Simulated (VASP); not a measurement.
Wanted: the native input for a VASP 6.6.1 run.

```yaml
Task: single point
Functional: PBE
Potentials_or_basis: VASP PAW PBE potentials, release 64 (Si, W_sv)
Cutoff: 520 eV
k_mesh: 14 × 14 × 14
Occupations: fermi-dirac, width 0.05 eV
Spin: no spin polarisation
Dipole_correction: no
Further_INCAR_settings: ALGO = Normal; EDIFF = 1e-06; NBANDS = 18
```

The structure of Si2W lies in POSCAR:

```
Si2W
1.0
   -1.6060000000      1.6060000000      3.9400000000
    1.6060000000     -1.6060000000      3.9400000000
    1.6060000000      1.6060000000     -3.9400000000
Si W
2 1
Direct
    0.3344497795      0.3344497795      0.0000000000
    0.6655502205      0.6655502205      0.0000000000
    0.0000000000      0.0000000000      0.0000000000
```

These files were run (other wordings do the same):

INCAR

```
SYSTEM = Si2W
ALGO = Normal
EDIFF = 1E-6
ENCUT = 520
GGA = PE
ISIF = 2
ISMEAR = -1
LASPH = .True.
LCHARG = .False.
LREAL = .False.
LWAVE = .False.
NBANDS = 18
NELM = 80
PREC = Accurate
SIGMA = 0.05
```

KPOINTS

```
k-points
0
Gamma
  14 14 14
  0 0 0
```

Potentials or basis: VASP PAW PBE potentials, release 64 (Si, W_sv).

Launch:

```sh
$ cat potpaw_PBE.64/Si/POTCAR potpaw_PBE.64/W_sv/POTCAR > POTCAR
$ mpirun -np 1 vasp_std > vasp.out
```

It gave:

```json
{"Pressure": "2.0 GPa", "Largest force": "0.004 eV/Å", "Band gap on the k mesh": "zero (bands 11 and 12 overlap by 1.31 eV)"}
```

Caveat: spin-orbit coupling is left out, which moves the levels of the heavy elements.

Wall time 77 s on 1 thread of Intel(R) Xeon(R) 6975P-C (Granite Rapids), with other jobs on the host, peak memory 0.32 GiB.
